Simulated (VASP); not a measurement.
Here is a VASP 6.6.1 calculation.

INCAR

```
SYSTEM = PbS
ALGO = Normal ; EDIFF = 1E-6
ENCUT = 500 ; GGA = PS
GGA_COMPAT = .FALSE. ; ISIF = 2
ISMEAR = -1 ; LASPH = .TRUE.
LCHARG = .TRUE. ; LELF = .TRUE.
LREAL = .FALSE. ; LVHAR = .TRUE.
LWAVE = .FALSE. ; NBANDS = 17
NELM = 120 ; PREC = Accurate
SIGMA = 0.05
```

The input KPOINTS:

```
k-points
0
G
  8 8 8
  0 0 0
```

POSCAR

```
PbS
1.0
    0.0000000000      3.0239167281      3.0239167281
    3.0239167281      0.0000000000      3.0239167281
    3.0239167281      3.0239167281      0.0000000000
Pb S
1 1
Direct
    0.0000000000      0.0000000000      0.0000000000
    0.5000000000      0.5000000000      0.5000000000
```

Potentials or basis: VASP PAW PBE potentials, release 64 (Pb_d, S).

Launch:

```bash
$ cat potpaw_PBE.64/Pb_d/POTCAR potpaw_PBE.64/S/POTCAR > POTCAR
$ mpirun -np 1 vasp_std > vasp.out
```

Estimate the pressure.

-3.8 GPa.

Predict the band gap on the k mesh.

0.45 eV, direct.

Caveat: the PAW data sets were made with another functional, which shifts forces and pressure a little; spin-orbit coupling is left out, which moves the levels of the heavy elements. A k mesh can miss the band edges.
